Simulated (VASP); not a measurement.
# Te2Mo (P6_3/mmc) in VASP: further runs

Te2Mo is run at these levels: LDA; tasks: elastic constants.

All numbers are computed with VASP 6.6.1; they aren't measurements. Logs are shortened: lines on timing, memory, paths and dates and some standing lists are left out, and cuts for length are marked.

## 1. The cell of the first run

It takes space group P6_3/mmc (No. 194, hexagonal). Conventional cell: a = 3.473 Å, b = 3.473 Å, c = 13.765 Å, α = 90.00°, β = 90.00°, γ = 120.00°. Within 3.6 Å of Te (site symmetry 3m) lie 3 Mo at 2.69 Å and 7 Te at 3.47 to 3.59 Å. Within 3.5 Å of Mo (site symmetry -6m2) lie 6 Te at 2.69 Å and 6 Mo at 3.47 Å.

## 2. Elastic constants, LDA

Input file INCAR:

```
SYSTEM = Te2Mo
PREC = Accurate
ENCUT = 600
EDIFF = 1E-8
ISMEAR = 0
SIGMA = 0.01
LREAL = .FALSE.
LASPH = .TRUE.
NELM = 60
ALGO = Normal
ISIF = 3
LWAVE = .FALSE.
LCHARG = .FALSE.
GGA = CA
NBANDS = 35
IBRION = 6
NFREE = 2
POTIM = 0.015
NSW = 1
```

Input file KPOINTS:

```
Automatic mesh
0
G
  6 6 2
  0 0 0
```

Input file POSCAR:

```
Te2Mo
1.0
    3.4731389094      0.0000000000      0.0000000000
   -1.7365694547      3.0078265264      0.0000000000
    0.0000000000      0.0000000000     13.7646300940
Te Mo
4 2
Direct
    0.3333333333      0.6666666667      0.6195202549
    0.6666666667      0.3333333333      0.1195202549
    0.3333333333      0.6666666667      0.8804797451
    0.6666666667      0.3333333333      0.3804797451
    0.3333333333      0.6666666667      0.2500000000
    0.6666666667      0.3333333333      0.7500000000
```

Potentials or basis: VASP PAW LDA potentials, release 64 (Te, Mo_sv).

On the command line:

```bash
$ cat potpaw_LDA.64/Te/POTCAR potpaw_LDA.64/Mo_sv/POTCAR > POTCAR
$ mpirun -np 1 vasp_std > vasp.out
```

OUTCAR:

```text
SYSTEM = Te2Mo
   PREC = Accurate
   ENCUT = 600
   EDIFF = 1E-8
   ISMEAR = 0
   LREAL = .FALSE.
   LASPH = .TRUE.
   NELM = 60
   ISIF = 3
   GGA = CA
   IBRION = 6
   NFREE = 2
   POTIM = 0.015
   NSW = 1

 ion  position               nearest neighbor table
   1  0.333  0.667  0.620-   6 2.69   6 2.69   6 2.69   3 3.59
   2  0.667  0.333  0.120-   5 2.69   5 2.69   5 2.69   4 3.59
   3  0.333  0.667  0.880-   6 2.69   6 2.69   6 2.69   1 3.59
   4  0.667  0.333  0.380-   5 2.69   5 2.69   5 2.69   2 3.59
   5  0.333  0.667  0.250-   2 2.69   4 2.69   2 2.69   4 2.69   2 2.69   4 2.69
   6  0.667  0.333  0.750-   1 2.69   3 2.69   1 2.69   3 2.69   1 2.69   3 2.69

  LATTYP: Found a hexagonal cell.
 ALAT       =     3.4731389094
 C/A-ratio  =     3.9631671675

  Lattice vectors:

 A1 = (   3.4731389094,   0.0000000000,   0.0000000000)
 A2 = (  -1.7365694547,   3.0078265264,   0.0000000000)
 A3 = (   0.0000000000,   0.0000000000,  13.7646300940)

Analysis of symmetry for initial positions (statically):
=====================================================================
 Subroutine PRICEL returns:
 Original cell was already a primitive cell.

 Routine SETGRP: Setting up the symmetry group for a
 hexagonal supercell.

 Subroutine GETGRP returns: Found 24 space group operations
 (whereof 12 operations were pure point group operations)
 out of a pool of 24 trial point group operations.

The static configuration has the point symmetry D_3d.
 The point group associated with its full space group is D_6h.

Analysis of symmetry for dynamics (positions and initial velocities):
=====================================================================
 Subroutine PRICEL returns:
 Original cell was already a primitive cell.

 Routine SETGRP: Setting up the symmetry group for a
 hexagonal supercell.

 Subroutine GETGRP returns: Found 24 space group operations
 (whereof 12 operations were pure point group operations)
 out of a pool of 24 trial point group operations.

The dynamic configuration has the point symmetry D_3d.
 The point group associated with its full space group is D_6h.

 Subroutine INISYM returns: Found 24 space group operations
 (whereof 12 operations are pure point group operations),
 and found     1 'primitive' translations

----------------------------------------------------------------------------------------

                                     Primitive cell

  volume of cell :     143.7936

  direct lattice vectors                    reciprocal lattice vectors
     3.473138909  0.000000000  0.000000000     0.287923986  0.166232991  0.000000000
    -1.736569455  3.007826526  0.000000000     0.000000000  0.332465982  0.000000000
     0.000000000  0.000000000 13.764630094     0.000000000  0.000000000  0.072649973

  length of vectors
     3.473138909  3.473138909 13.764630094     0.332465982  0.332465982  0.072649973

  position of ions in fractional coordinates (direct lattice)
     0.333333333  0.666666667  0.619520255
     0.666666667  0.333333333  0.119520255
     0.333333333  0.666666667  0.880479745
     0.666666667  0.333333333  0.380479745
     0.333333333  0.666666667  0.250000000
     0.666666667  0.333333333  0.750000000

  ion indices of the primitive-cell ions
   primitive index   ion index
                 1           1
                 2           2
[... 96 lines left out ...]
 finite differences with symmetry
 non-spin polarized calculation
 Gauss-broadening in eV      SIGMA  =   0.01
  energy-cutoff  :      600.00
  volume of cell :      143.79
 maximum number of plane-waves:      4824
 NGX is ok and might be reduce to    28
   NGX = 13   NGY = 13   NGZ = 55

--------------------------------------- Ionic step        1  -------------------------------------------

 number of electron      51.9999999 magnetization

 Free energy of the ion-electron system (eV)
  ---------------------------------------------------
  ext. energy  EPLUGINS =         0.00000000
  ---------------------------------------------------
  free energy    TOTEN  =       -41.26348299 eV

  energy without entropy =      -41.26348299  energy(sigma->0) =      -41.26348299

------------------------ aborting loop because EDIFF is reached ----------------------------------------

  FORCE on cell =-STRESS in cart. coord.  units (eV):
  Direction    XX          YY          ZZ          XY          YZ          ZX
  --------------------------------------------------------------------------------------
  -------------------------------------------------------------------------------------
  Total        0.2063971      0.2063971      0.3515787     -0.0000000      0.0000000     -0.0000000
  in kB        2.2997186      2.2997186      3.9173613     -0.0000000      0.0000000     -0.0000000
  external PRESSURE =       2.8389328 kB  Pullay stress =       0.0000000 kB
[... 101 lines left out ...]
  FREE ENERGIE OF THE ION-ELECTRON SYSTEM (eV)
  ---------------------------------------------------
  free  energy   TOTEN  =       -41.2418500653 eV

  energy  without entropy=      -41.2418500653  energy(sigma->0) =      -41.24185007

[... ionic steps 4 to 18 ...]

--------------------------------------- Ionic step       19  -------------------------------------------

 number of electron      51.9999999 magnetization

------------------------ aborting loop because EDIFF is reached ----------------------------------------
[... 75 lines left out ...]
--------------------------------------- Ionic step       21  -------------------------------------------

 number of electron      51.9999999 magnetization

 Free energy of the ion-electron system (eV)
  ---------------------------------------------------
  ext. energy  EPLUGINS =         0.00000000
  ---------------------------------------------------
  free energy    TOTEN  =       -41.26097249 eV

  energy without entropy =      -41.26097249  energy(sigma->0) =      -41.26097249

 E-fermi :   8.7805     XC(G=0): -10.8573

 val. band max:        8.5830288874   @ k =   0.0000   0.0000   0.0000
 cond. band min:       9.3385938289   @ k =   0.1667   0.1667   0.0000
 fundamental gap:      0.7555649415
 Fermi energy:         8.7804843330

 k-point     1 :       0.0000    0.0000    0.0000
  band No.  band energies     occupation
      1     -51.8749      2.00000
      2     -51.8748      2.00000
      3     -26.2673      2.00000
      4     -26.2671      2.00000
      5     -26.0940      2.00000
      6     -26.0940      2.00000
[... 554 lines left out ...]
  FREE ENERGIE OF THE ION-ELECTRON SYSTEM (eV)
  ---------------------------------------------------
  free  energy   TOTEN  =       -41.2609724851 eV

  energy  without entropy=      -41.2609724851  energy(sigma->0) =      -41.26097249

 INTERNAL STRAIN TENSORS FROM STRAINED CELLS
 ============================================

 INTERNAL STRAIN TENSOR FOR ION    1 for displacements in x,y,z  (eV/Angst):
          X           Y           Z          XY          YZ          ZX
  --------------------------------------------------------------------------------
  x    -0.00000     0.00000    -0.00000    -3.74907    -0.00000    11.19928
  y    -3.72830     3.74467    -0.00000     0.00003    11.26685    -0.00000
  z     9.40945     9.38820    24.48593     0.00097    -0.00482     0.00018

 INTERNAL STRAIN TENSORS FROM DISPLACED ATOMS
 ============================================

 INTERNAL STRAIN TENSOR FOR ION    1 for displacements in x,y,z  (eV/Angst):
          X           Y           Z          XY          YZ          ZX
  --------------------------------------------------------------------------------
  x     0.00000     0.00000     0.00000    -3.73625     0.00000    11.16249
  y    -3.73625     3.73625     0.00000     0.00000    11.16249     0.00000
  z     9.38237     9.38237    24.40344     0.00000    -0.00000     0.00000

 INTERNAL STRAIN TENSOR FOR ION    6 for displacements in x,y,z  (eV/Angst):
          X           Y           Z          XY          YZ          ZX
  --------------------------------------------------------------------------------
  x     0.00000     0.00000     0.00000     7.24665     0.00000     0.00000
  y     7.24665    -7.24665    -0.00000     0.00000     0.00000     0.00000
  z    -0.00000     0.00000     0.00000     0.00000     0.00000    -0.00000

 Eigenvectors and eigenvalues of the dynamical matrix
 ----------------------------------------------------

   1 f  =    8.922978 THz    56.064724 2PiTHz  297.638507 cm-1    36.902455 meV
             X         Y         Z           dx          dy          dz
     -0.000000  2.005218  8.527467     0.000000   -0.000000   -0.260571
      1.736569  1.002609  1.645152     0.000000   -0.000000    0.260571
     -0.000000  2.005218 12.119478     0.000000   -0.000000   -0.260571
      1.736569  1.002609  5.237163     0.000000   -0.000000    0.260571
     -0.000000  2.005218  3.441158     0.000000   -0.000000   -0.603494
      1.736569  1.002609 10.323473    -0.000000    0.000000    0.603494
[... 145 lines left out ...]
  18 f/i=    0.000224 THz     0.001408 2PiTHz    0.007476 cm-1     0.000927 meV
             X         Y         Z           dx          dy          dz
     -0.000000  2.005218  8.527467    -0.392030    0.167331    0.000000
      1.736569  1.002609  1.645152    -0.392030    0.167331    0.000000
     -0.000000  2.005218 12.119478    -0.392030    0.167331    0.000000
      1.736569  1.002609  5.237163    -0.392030    0.167331    0.000000
     -0.000000  2.005218  3.441158    -0.339957    0.145104    0.000000
      1.736569  1.002609 10.323473    -0.339957    0.145104    0.000000

--------------------------------------------------------------------------------------------------------

 ELASTIC MODULI CONTR FROM IONIC RELAXATION (kBar)
 Direction    XX          YY          ZZ          XY          YZ          ZX
 --------------------------------------------------------------------------------
 XX        -342.8435   -177.5553   -676.7756     -0.0000     -0.0000      0.0000
 YY        -177.5553   -342.8435   -676.7756     -0.0000      0.0000      0.0000
 ZZ        -676.7756   -676.7756  -1760.2856     -0.0000     -0.0000      0.0000
 XY          -0.0000     -0.0000     -0.0000    -82.6441      0.0000     -0.0000
 YZ          -0.0000     -0.0000     -0.0000      0.0000   -800.8522      0.0000
 ZX           0.0000      0.0000      0.0000     -0.0000      0.0000   -800.8521
 --------------------------------------------------------------------------------

 TOTAL ELASTIC MODULI (kBar)
 Direction    XX          YY          ZZ          XY          YZ          ZX
 --------------------------------------------------------------------------------
 XX        1413.5412    346.8741    147.8414     -0.0000     -0.0000      0.0000
 YY         346.8741   1413.5412    147.8414     -0.0000      0.0000      0.0000
 ZZ         147.8414    147.8414    517.0852     -0.0000     -0.0000      0.0000
 XY          -0.0000     -0.0000     -0.0000    533.3336      0.0000     -0.0000
 YZ          -0.0000     -0.0000     -0.0000      0.0000    264.7235      0.0000
 ZX           0.0000      0.0000      0.0000     -0.0000      0.0000    264.7236
 --------------------------------------------------------------------------------
```

It took 54 min on 1 thread of Oxide Virtual Turin-like, shared host; peak memory 0.47 GiB.

What came out:

```yaml
Voigt_bulk_modulus: 51 GPa
Highest_phonon_frequency_at_Γ_LO-TO_splitting_left_out: 298 cm⁻¹
```

Phonon frequencies in cm⁻¹ (negative: imaginary):
| q point | frequencies |
| --- | --- |
| (0.000, 0.000, 0.000) | 0 0 0 29 29 38 119 119 122 122 176 179 240 240 240 240 291 298 |

Elastic tensor in Voigt notation (GPa, in the Cartesian axes of the cell as first typed):
```
141  35  15   0   0   0
 35 141  15   0   0   0
 15  15  52   0   0   0
  0   0   0  26   0   0
  0   0   0   0  26   0
  0   0   0   0   0  53
```

Clamped-ion elastic tensor (GPa):
```
176  52  82   0   0   0
 52 176  82   0   0   0
 82  82 228   0   0   0
  0   0   0 107   0   0
  0   0   0   0 107   0
  0   0   0   0   0  62
```

Caveat: spin-orbit coupling is left out, which moves the levels of the heavy elements.

## 3. Elastic constants, LDA

This run uses another cell than the first one, of 23.01 Å³/atom.

Input file INCAR:

```
PREC     = Accurate       # precision mode
ENCUT    = 600            # plane-wave cutoff, eV
EDIFF    = 1E-8           # SCF threshold, eV
ISMEAR   = 0              # smearing method
SIGMA    = 0.01           # smearing width, eV
LREAL    = False          # projectors in reciprocal space
LASPH    = True           # aspherical terms in the spheres
NELM     = 100            # most SCF steps
ALGO     = Normal         # electronic algorithm
ISIF     = 3              # what is computed and relaxed
LWAVE    = False          # write WAVECAR
LCHARG   = False          # write CHGCAR
GGA      = CA             # functional
NBANDS   = 35             # bands
IBRION   = 6              # ionic algorithm
NFREE    = 2            
POTIM    = 0.015          # step
NSW      = 1              # ionic steps
```

Input file KPOINTS:

```
Automatic mesh
0
Gamma
  6 6 2
```

Input file POSCAR:

```
Te2Mo
1.0
    3.4453149764      0.0000000000      0.0000000000
   -1.7226574882      2.9837302936      0.0000000000
    0.0000000000      0.0000000000     13.4321180384
Te Mo
4 2
Direct
    0.3333333333      0.6666666667      0.6159933178
    0.6666666667      0.3333333333      0.1159933178
    0.3333333333      0.6666666667      0.8840066822
    0.6666666667      0.3333333333      0.3840066822
    0.3333333333      0.6666666667      0.2500000000
    0.6666666667      0.3333333333      0.7500000000
```

Potentials or basis: VASP PAW LDA potentials, release 64 (Te, Mo_sv).

On the command line:

```bash
$ cat potpaw_LDA.64/Te/POTCAR potpaw_LDA.64/Mo_sv/POTCAR > POTCAR
$ mpirun -np 1 vasp_std > vasp.out
```

OUTCAR:

```text
PREC = Accurate
   ENCUT = 600
   EDIFF = 1E-8
   ISMEAR = 0
   LREAL = False
   LASPH = True
   NELM = 100
   ISIF = 3
   GGA = CA
   IBRION = 6
   NFREE = 2
   POTIM = 0.015
   NSW = 1

 ion  position               nearest neighbor table
   1  0.333  0.667  0.616-   6 2.68   6 2.68   6 2.68   3 3.60
   2  0.667  0.333  0.116-   5 2.68   5 2.68   5 2.68   4 3.60
   3  0.333  0.667  0.884-   6 2.68   6 2.68   6 2.68   1 3.60
[... 1161 lines left out ...]
     -0.000000  1.989154  8.274095     0.000000   -0.000000   -0.426286
      1.722657  0.994577  1.558036     0.000000   -0.000000   -0.426286
     -0.000000  1.989154 11.874082     0.000000   -0.000000   -0.426286
      1.722657  0.994577  5.158023     0.000000   -0.000000   -0.426286
     -0.000000  1.989154  3.358030     0.000000   -0.000000   -0.369540
      1.722657  0.994577 10.074089     0.000000   -0.000000   -0.369540

--------------------------------------------------------------------------------------------------------

 ELASTIC MODULI CONTR FROM IONIC RELAXATION (kBar)
 Direction    XX          YY          ZZ          XY          YZ          ZX
 --------------------------------------------------------------------------------
 XX        -353.6026   -167.2343   -654.1881      0.0000      0.0000      0.0000
 YY        -167.2343   -353.6026   -654.1881     -0.0000      0.0000     -0.0000
 ZZ        -654.1881   -654.1881  -1643.3627     -0.0000      0.0000     -0.0000
 XY           0.0000     -0.0000     -0.0000    -93.1842      0.0000     -0.0000
 YZ           0.0000      0.0000      0.0000      0.0000   -786.0398      0.0000
 ZX           0.0000     -0.0000     -0.0000      0.0000      0.0000   -786.0394
 --------------------------------------------------------------------------------

 TOTAL ELASTIC MODULI (kBar)
 Direction    XX          YY          ZZ          XY          YZ          ZX
 --------------------------------------------------------------------------------
 XX        1556.0822    392.0747    247.7400      0.0000     -0.0000      0.0000
 YY         392.0747   1556.0822    247.7400     -0.0000      0.0000     -0.0000
 ZZ         247.7400    247.7400    877.4941     -0.0000      0.0000     -0.0000
 XY           0.0000     -0.0000     -0.0000    582.0038      0.0000     -0.0000
 YZ           0.0000      0.0000      0.0000      0.0000    389.2059      0.0000
 ZX           0.0000     -0.0000     -0.0000      0.0000      0.0000    389.2063
 --------------------------------------------------------------------------------
```

OSZICAR:

```text
N       E                     dE             d eps       ncg     rms          rms(c)
DAV:   1     0.464203026484E+03    0.46420E+03   -0.28802E+04  1092   0.151E+03
DAV:   2    -0.159080243145E+02   -0.48011E+03   -0.46534E+03  1148   0.358E+02
DAV:   3    -0.419417527778E+02   -0.26034E+02   -0.25396E+02  1186   0.719E+01
[... 300 lines left out ...]
DAV:   7    -0.412257946803E+02    0.42580E-06   -0.64081E-06  1142   0.150E-02    0.815E-03
DAV:   8    -0.412257945986E+02    0.81749E-07   -0.76567E-07  1146   0.539E-03    0.533E-03
DAV:   9    -0.412257945724E+02    0.26185E-07   -0.16507E-07  1138   0.240E-03    0.276E-03
DAV:  10    -0.412257945555E+02    0.16961E-07   -0.46462E-08  1005   0.118E-03    0.460E-04
DAV:  11    -0.412257945552E+02    0.25921E-09   -0.87659E-09   583   0.479E-04
  21 F= -.41225795E+02 E0= -.41225795E+02  d E =-.631396E-80
```

It took 41 min on 1 thread of Oxide Virtual Turin-like, shared host; peak memory 0.45 GiB.

What came out:

```yaml
Voigt_bulk_modulus: 64 GPa
Highest_phonon_frequency_at_Γ_LO-TO_splitting_left_out: 301 cm⁻¹
```

Phonon frequencies in cm⁻¹ (negative: imaginary):
| q point | frequencies |
| --- | --- |
| (0.000, 0.000, 0.000) | 0 0 0 35 35 52 120 120 124 124 177 184 242 242 242 242 293 301 |

Elastic tensor in Voigt notation (GPa, in the Cartesian axes of the cell as first typed):
```
156  39  25   0   0   0
 39 156  25   0   0   0
 25  25  88   0   0   0
  0   0   0  39   0   0
  0   0   0   0  39   0
  0   0   0   0   0  58
```

Clamped-ion elastic tensor (GPa):
```
191  56  90   0   0   0
 56 191  90   0   0   0
 90  90 252   0   0   0
  0   0   0 118   0   0
  0   0   0   0 118   0
  0   0   0   0   0  68
```

Caveat: the cell is under stress, which shifts elastic constants; spin-orbit coupling is left out, which moves the levels of the heavy elements.
